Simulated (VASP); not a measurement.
# LiInF6 (R-3) in VASP: relaxation of the atoms with PBE

Aim: the relaxation of the atoms of LiInF6 with PBE.

Everything below comes from runs of VASP 6.6.1. Logs are shortened: lines on timing, memory, paths and dates and some standing lists are left out, and cuts for length are marked.

### 1 The cell of the first run

Symmetry: R-3, No. 148, trigonal system. Conventional cell: a = 5.096 Å, b = 5.096 Å, c = 13.762 Å, α = 90.00°, β = 90.00°, γ = 120.00°. Li (site symmetry -3) has 6 F at 2.34 Å within 3.1 Å. In (site symmetry -3) has 6 F at 1.87 Å within 2.5 Å. F (site symmetry 1) has 1 In at 1.87 Å and 1 Li at 2.34 Å within 2.5 Å.

### 2 Relaxation of the atoms, PBE

INCAR

```
PREC = Accurate
ENCUT = 650
EDIFF = 1E-7
ISMEAR = -1
SIGMA = 0.1
LREAL = False
LASPH = True
NELM = 120
ALGO = Normal
ISIF = 2
LWAVE = False
LCHARG = False
GGA = PE
IBRION = 2
NSW = 100
EDIFFG = -0.01
GGA_COMPAT = False
NELMIN = 4
```

KPOINTS

```
regular mesh
0
Gamma
  5 5 5
```

POSCAR

```
LiInF6
1.0
    5.0964120000      0.0000000000      0.0000000000
   -2.5482060000      4.4136250000      0.0000000000
    0.0000000000     -2.9424130000      4.5871940000
Li In F
1 1 6
Direct
    0.5000000000      0.0000000000      0.5000000000
    0.0000000000      0.0000000000      0.0000000000
    0.3990000000      0.2140000000      0.2400000000
    0.0260000000      0.4250000000      0.2400000000
    0.8150000000      0.8410000000      0.2400000000
    0.6010000000      0.7860000000      0.7600000000
    0.9740000000      0.5750000000      0.7600000000
    0.1850000000      0.1590000000      0.7600000000
```

Potentials or basis: VASP PAW PBE potentials, release 64 (Li_sv, In_d, F).

On the command line:

```bash
$ cat potpaw_PBE.64/Li_sv/POTCAR potpaw_PBE.64/In_d/POTCAR potpaw_PBE.64/F/POTCAR > POTCAR
$ mpirun -np 1 vasp_std > vasp.out
```

OUTCAR:

```text
PREC = Accurate
   ENCUT = 650
   EDIFF = 1E-7
   ISMEAR = -1
   LREAL = False
   LASPH = True
   NELM = 120
   ISIF = 2
   GGA = PE
   IBRION = 2
   NSW = 100
   EDIFFG = -0.01
   NELMIN = 4

 ion  position               nearest neighbor table
   1  0.500  0.000  0.500-
   2  0.000  0.000  0.000-   5 1.87   8 1.87   6 1.87   3 1.87   7 1.87   4 1.87
   3  0.399  0.214  0.240-   2 1.87
   4  0.026  0.425  0.240-   2 1.87
   5  0.815  0.841  0.240-   2 1.87
   6  0.601  0.786  0.760-   2 1.87
   7  0.974  0.575  0.760-   2 1.87
   8  0.185  0.159  0.760-   2 1.87

  LATTYP: Found a trigonal (rhomboedric) cell.
 ALAT       =     5.4497837623
 COS(alpha) =     0.5627389945

  Lattice vectors:

 A1 = (   0.0000000000,  -2.9424130000,   4.5871940000)
 A2 = (   2.5482060000,   1.4712120000,   4.5871940000)
 A3 = (  -2.5482060000,   1.4712120000,   4.5871940000)

Analysis of symmetry for initial positions (statically):
=====================================================================
 Subroutine PRICEL returns:
 Original cell was already a primitive cell.

 Routine SETGRP: Setting up the symmetry group for a
 trigonal (rhombohedral) supercell.

 Subroutine GETGRP returns: Found  6 space group operations
 (whereof  6 operations were pure point group operations)
 out of a pool of 12 trial point group operations.

The static configuration has the point symmetry S_6 .

Analysis of symmetry for dynamics (positions and initial velocities):
=====================================================================
 Subroutine PRICEL returns:
 Original cell was already a primitive cell.

 Routine SETGRP: Setting up the symmetry group for a
 trigonal (rhombohedral) supercell.

 Subroutine GETGRP returns: Found  6 space group operations
 (whereof  6 operations were pure point group operations)
 out of a pool of 12 trial point group operations.

The dynamic configuration has the point symmetry S_6 .

 Subroutine INISYM returns: Found  6 space group operations
 (whereof  6 operations are pure point group operations),
 and found     1 'primitive' translations

----------------------------------------------------------------------------------------

                                     Primitive cell

  volume of cell :     103.1827

  direct lattice vectors                    reciprocal lattice vectors
     5.096412000  0.000000000  0.000000000     0.196216475  0.113285565  0.072665974
    -2.548206000  4.413625000  0.000000000     0.000000000  0.226571129  0.145331947
     0.000000000 -2.942413000  4.587194000     0.000000000  0.000000000  0.217998192

  length of vectors
     5.096412000  5.096414373  5.449783762     0.237938791  0.269176246  0.217998192

  position of ions in fractional coordinates (direct lattice)
     0.500000000  1.000000000  0.500000000
     0.000000000  0.000000000  0.000000000
     0.399000000  0.214000000  0.240000000
     0.026000000  0.425000000  0.240000000
     0.815000000  0.841000000  0.240000000
     0.601000000  0.786000000  0.760000000
     0.974000000  0.575000000  0.760000000
     0.185000000  0.159000000  0.760000000

  ion indices of the primitive-cell ions
   primitive index   ion index
                 1           1
                 2           2
                 3           3
                 4           4
                 5           5
                 6           6
                 7           7
                 8           8

----------------------------------------------------------------------------------------

 KPOINTS: regular mesh

Automatic generation of k-mesh.
 Grid dimensions read from file:
 generate k-points for:    5    5    5

 Generating k-lattice:

  Cartesian coordinates                     Fractional coordinates (reciprocal lattice)
     0.039243295  0.022657113  0.014533195     0.200000000 -0.000000000 -0.000000000
     0.000000000  0.045314226  0.029066389     0.000000000  0.200000000 -0.000000000
     0.000000000  0.000000000  0.043599638     0.000000000  0.000000000  0.200000000

  Length of vectors
     0.047587758  0.053835249  0.043599638

  Shift w.r.t. Gamma in fractional coordinates (k-lattice)
     0.000000000  0.000000000  0.000000000

 Subroutine IBZKPT returns following result:
 ===========================================

 Found     23 irreducible k-points:

 Following reciprocal coordinates:
            Coordinates               Weight
  0.000000  0.000000  0.000000      1.000000
  0.200000  0.000000  0.000000      6.000000
  0.400000  0.000000  0.000000      6.000000
  0.000000  0.200000  0.000000      6.000000
  0.200000  0.200000  0.000000      6.000000
  0.200000  0.200000 -0.400000      6.000000
[... 15 lines left out ...]
  0.000000  0.000000  0.400000      2.000000
  0.200000  0.000000  0.400000      6.000000
   k-points           NKPTS =     23   k-points in BZ     NKDIM =     23   number of bands    NBANDS=     34
   number of dos      NEDOS =    301   number of ions     NIONS =      8
   total plane-waves  NPLWV =  84672
   dimension x,y,z NGX =    42 NGY =   42 NGZ =   48
   dimension x,y,z NGXF=    84 NGYF=   84 NGZF=   96
   ions per type =               1   1   6
   NGX,Y,Z   is equivalent  to a cutoff of  13.70, 13.70, 14.64 a.u.
   NGXF,Y,Z  is equivalent  to a cutoff of  27.40, 27.40, 29.28 a.u.
 SYSTEM =  unknown system
   PREC   = accura    normal or accurate (medium, high low for compatibility)
   ISTART =      0    job   : 0-new  1-cont  2-samecut
   ICHARG =      2    charge: 1-file 2-atom 10-const
   ISPIN  =      1    spin polarized calculation?
   LNONCOLLINEAR =      F non collinear calculations
   LSORBIT =      F    spin-orbit coupling
   LASPH  =      T    aspherical Exc in radial PAW
   ENCUT  =  650.0 eV  47.77 Ry    6.91 a.u.  10.59 10.59 11.33*2*pi/ulx,y,z
   NELM   =    120;   NELMIN=  4; NELMDL= -5     # of ELM steps
   EDIFF  = 0.1E-06   stopping-criterion for ELM
   LREAL  =      F    real-space projection
   EDIFFG = -.1E-01   stopping-criterion for IOM
   NSW    =    100    number of steps for IOM
   IBRION =      2    ionic relax: 0-MD 1-quasi-New 2-CG
   NFREE  =      1    steps in history (QN), initial steepest desc. (CG)
   ISIF   =      2    stress and relaxation
   ISYM   =      2    0-nonsym 1-usesym 2-fastsym
   POTIM  = 0.5000    time-step for ionic-motion
   TEBEG  =    0.0;   TEEND  =   0.0 temperature during run
   PSTRESS=    0.0 pullay stress
   NELECT =      58.0000    total number of electrons
   NUPDOWN=      -1.0000    fix difference up-down
   EMIN   =  10.00;   EMAX   =-10.00  energy-range for DOS
   EFERMI =   0.00;   METHOD = LEGACY
   ISMEAR =    -1;   SIGMA  =   0.10  broadening in eV -4-tet -1-fermi 0-gaus
   EFERMI_NEDOS =   21; number of points for ismear=-14 and -15
   IALGO  =     38    algorithm
   IMIX   =      4    mixing-type and parameters
     AMIX     =   0.40;   BMIX     =  1.00
     AMIX_MAG =   1.60;   BMIX_MAG =  1.00
  volume/ion in A,a.u.               =      12.90        87.04
  Fermi-wavevector in a.u.,A,eV,Ry     =   1.351082  2.553175 24.836393  1.825423
  Thomas-Fermi vector in A             =   2.478534
   LORBIT       =      0    0 simple, 1 ext, 2 COOP (PROOUT), +10 PAW based schemes
   GGA     = PE    functional components
   LHFCALC =     F    Hartree Fock is set to
   AEXX    =    0.0000 exact exchange contribution
   IVDW    =     0    specifies the selected vdW correction
   LEPSILON=     F    determine dielectric tensor
   LRPA    =     F    only Hartree local field effects (RPA)
 conjugate gradient relaxation of ions
 non-spin polarized calculation
  energy-cutoff  :      650.00
  volume of cell :      103.18
 maximum number of plane-waves:      3913
 NGX is ok and might be reduce to    42
   NGX = 21   NGY = 21   NGZ = 23

--------------------------------------- Ionic step        1  -------------------------------------------

 number of electron      57.9999990 magnetization

 Free energy of the ion-electron system (eV)
  ---------------------------------------------------
  ext. energy  EPLUGINS =         0.00000000
  ---------------------------------------------------
  free energy    TOTEN  =       -26.47302199 eV

  energy without entropy =      -26.16692146  energy(sigma->0) =      -26.31997173

------------------------ aborting loop because EDIFF is reached ----------------------------------------

  FORCE on cell =-STRESS in cart. coord.  units (eV):
  Direction    XX          YY          ZZ          XY          YZ          ZX
  --------------------------------------------------------------------------------------
  -------------------------------------------------------------------------------------
  Total       13.3619984     13.3620150     15.3295057     -0.0000000      0.0000123      0.0000000
  in kB      207.4793749    207.4796325    238.0299828     -0.0000007      0.0001903      0.0000000
  external PRESSURE =     217.6629968 kB  Pullay stress =       0.0000000 kB
[... 107 lines left out ...]
  FREE ENERGIE OF THE ION-ELECTRON SYSTEM (eV)
  ---------------------------------------------------
  free  energy   TOTEN  =       -28.9790562330 eV

  energy  without entropy=      -28.5294491283  energy(sigma->0) =      -28.75425268

[... ionic steps 4 to 8 ...]

--------------------------------------- Ionic step        9  -------------------------------------------

 number of electron      57.9999997 magnetization

------------------------ aborting loop because EDIFF is reached ----------------------------------------

  FORCE on cell =-STRESS in cart. coord.  units (eV):
  Direction    XX          YY          ZZ          XY          YZ          ZX
  --------------------------------------------------------------------------------------
  -------------------------------------------------------------------------------------
  Total        0.2977367      0.2977371      0.4670009     -0.0000000      0.0000004     -0.0000000
  in kB        4.6231281      4.6231338      7.2513890     -0.0000000      0.0000058     -0.0000000
  external PRESSURE =       5.4992170 kB  Pullay stress =       0.0000000 kB
[... 69 lines left out ...]
  energy  without entropy=      -28.9943161061  energy(sigma->0) =      -29.23248601

--------------------------------------- Ionic step       11  -------------------------------------------

 number of electron      58.0000000 magnetization

 Free energy of the ion-electron system (eV)
  ---------------------------------------------------
  ext. energy  EPLUGINS =         0.00000000
  ---------------------------------------------------
  free energy    TOTEN  =       -29.47142094 eV

  energy without entropy =      -28.99474949  energy(sigma->0) =      -29.23308522

 E-fermi :  -2.3505     XC(G=0):  -9.2001

 val. band max:       -2.3545229236   @ k =  -0.4000   0.2000   0.0000
 cond. band min:      -2.3447516532   @ k =   0.0000   0.0000   0.0000
 fundamental gap:      0.0097712704
 Fermi energy:        -2.3504592343

 k-point     1 :       0.0000    0.0000    0.0000
  band No.  band energies     occupation
      1     -42.5150      2.00000
      2     -22.5666      2.00000
      3     -22.0331      2.00000
      4     -22.0331      2.00000
      5     -21.9700      2.00000
      6     -21.9435      2.00000
[... 875 lines left out ...]
  FREE ENERGIE OF THE ION-ELECTRON SYSTEM (eV)
  ---------------------------------------------------
  free  energy   TOTEN  =       -29.4714209382 eV

  energy  without entropy=      -28.9947494939  energy(sigma->0) =      -29.23308522

 reached required accuracy - stopping structural energy minimisation
```

It took 27 min on 1 thread of Intel Xeon 8259CL, shared host; peak memory 0.35 GiB.

Results:

| Property | Result |
| --- | --- |
| Free energy | -29.4714 eV |
| Energy gained by relaxing | 374.8 meV/atom |
| Ionic steps | 11 |
| Pressure after relaxing | 0.6 GPa |
| Largest force after relaxing | 0.007 eV/Å |
| Band gap on the k mesh | zero (bands 29 and 30 overlap by 0.06 eV) |

Forces in eV/Å, atoms in the order of the input:
```
Li   0.000  0.000  0.000
In   0.000  0.000  0.000
F   -0.003  0.001 -0.006
F    0.001 -0.004 -0.006
F    0.003  0.002 -0.006
F    0.003 -0.001  0.006
F   -0.001  0.004  0.006
F   -0.003 -0.002  0.006
```

Stress tensor (GPa, compression positive):
```
0.43 0.00 0.00
0.00 0.43 0.00
0.00 0.00 0.80
```

Step by step:
```csv
step,energy change (eV),largest force (eV/Å),pressure (GPa)
1,0.0000,4.0152,21.77
2,-2.4336,0.7190,3.05
3,-2.5060,0.5573,-0.72
4,-2.5108,0.5229,-0.09
5,-2.5900,0.4781,-0.31
6,-2.7847,0.3514,-0.93
7,-2.9534,0.3605,-1.59
8,-2.9924,0.1521,1.23
9,-2.9962,0.0472,0.55
10,-2.9976,0.0270,0.55
11,-2.9984,0.0066,0.55
```

Final structure:
```yaml
crystal:
  lattice:
    - [5.09641, 0.00000, 0.00000]
    - [-2.54821, 4.41362, 0.00000]
    - [0.00000, -2.94241, 4.58719]
  atoms:
    - { symbol: Li, position: [0.50000, 0.00000, 0.50000] }
    - { symbol: In, position: [0.00000, 0.00000, 0.00000] }
    - { symbol: F, position: [0.42208, 0.16019, 0.25706] }
    - { symbol: F, position: [0.09687, 0.51894, 0.25706] }
    - { symbol: F, position: [0.73811, 0.83498, 0.25706] }
    - { symbol: F, position: [0.57792, 0.83981, 0.74294] }
    - { symbol: F, position: [0.90313, 0.48106, 0.74294] }
    - { symbol: F, position: [0.26189, 0.16502, 0.74294] }
```

Caveat: spin-orbit coupling is left out, which moves the levels of the heavy elements.
